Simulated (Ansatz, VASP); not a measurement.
One calculation of SrTi2O4, two programs

Contents of INCAR:

```
SYSTEM = SrTi2O4
ALGO = Normal ; EDIFF = 1E-6
EDIFFG = -0.08 ; ENCUT = 600
GGA = PE ; IBRION = 2
ISIF = 3 ; ISMEAR = 0
ISPIN = 2 ; LASPH = .TRUE.
LCHARG = .FALSE. ; LMAXMIX = 4
LORBIT = 11 ; LREAL = .FALSE.
LWAVE = .FALSE. ; MAGMOM = 0 1 1 0 0 0 0
NELM = 150 ; NSW = 36
PREC = Accurate ; SIGMA = 0.15
```

File KPOINTS:

```
k-points
0
G
  4 4 2
  0 0 0
```

Contents of POSCAR:

```
SrTi2O4
1.0
    3.7129705800      0.0000000000      0.0000000000
   -1.8564852900      3.2155268500      0.0000000000
    0.0000000000      0.0000000000      8.0043608900
Sr Ti O
1 2 4
Direct
    0.0000000000      0.0000000000      0.5000000000
    0.0000000000      0.0000000000      0.1396106100
    0.0000000000      0.0000000000      0.8603893900
    0.3333333300      0.6666666700      0.5000000000
    0.6666666700      0.3333333300      0.5000000000
    0.3333333300      0.6666666700      0.0000000000
    0.6666666700      0.3333333300      0.0000000000
```

Input for Ansatz:

```yaml
crystal:
  lattice:
    - [3.71297058, 0.0, 0.0]
    - [-1.85648529, 3.21552685, 0.0]
    - [0.0, 0.0, 8.00436089]
  atoms:
    - { symbol: Sr, position: [0.0, 0.0, 0.5] }
    - { symbol: Ti, position: [0.0, 0.0, 0.13961061], spin: 1.0 }
    - { symbol: Ti, position: [0.0, 0.0, 0.86038939], spin: 1.0 }
    - { symbol: O, position: [0.33333333, 0.66666667, 0.5] }
    - { symbol: O, position: [0.66666667, 0.33333333, 0.5] }
    - { symbol: O, position: [0.33333333, 0.66666667, 0.0] }
    - { symbol: O, position: [0.66666667, 0.33333333, 0.0] }
basis:
  ecutwfc: 420
kpoints:
  mp_grid: { grid: [4, 4, 2] }
hamiltonian:
  xc: pbe
scf:
  occupations: { method: gaussian, width: 0.15 }
  lower_state_search: "off"
output:
  forces: true
  stress: true
  eigenvalues: true
  populations: true
magnetization:
  spin_polarized: true
relax:
  adjacent_minimum: "off"
  f_tol: 0.08
  max_steps: 16
  cell: { stress_tol: 0.8 }
```

Alike in both runs: task relaxation of cell and atoms; functional PBE; k mesh 4 × 4 × 2; occupations gaussian, width 0.15 eV; collinear spin.

```csv
,VASP,Ansatz
version,VASP 6.6.1,Ansatz 0.2.0
potentials or method,"VASP PAW PBE potentials, release 64 (Sr_sv, Ti_sv, O), cutoff 600 eV","scalar-relativistic, plane waves, PAW"
valence electrons in the cell,58,58
```

```tsv
	VASP	Ansatz	Ansatz less VASP
gap on the k mesh at the Fermi level, each at its own relaxed structure (eV)	none	none	-
net moment per atom (μB)	0.22	0.00	-0.220
size of the moment on the site where the two differ most (μB)	0.65	0.00	-0.652
relaxed volume (Å³/atom)	17.90	17.37	-0.521
relaxed length of the cell vector where the two differ most in proportion (Å)	9.181	9.063	-0.1176
```

The net moments are unlike, so the other rows may belong to different states. Site moments also hang on the region over which each program counts them. A gap of «none» marks a metal or a gap that the smearing closes. Ansatz's warnings: seeded moment not kept.

The k mesh is coarse, so the values compare programs but aren't converged. Noted on VASP's run: the volume moved by over 15 % at a fixed basis, so the end points are rough.
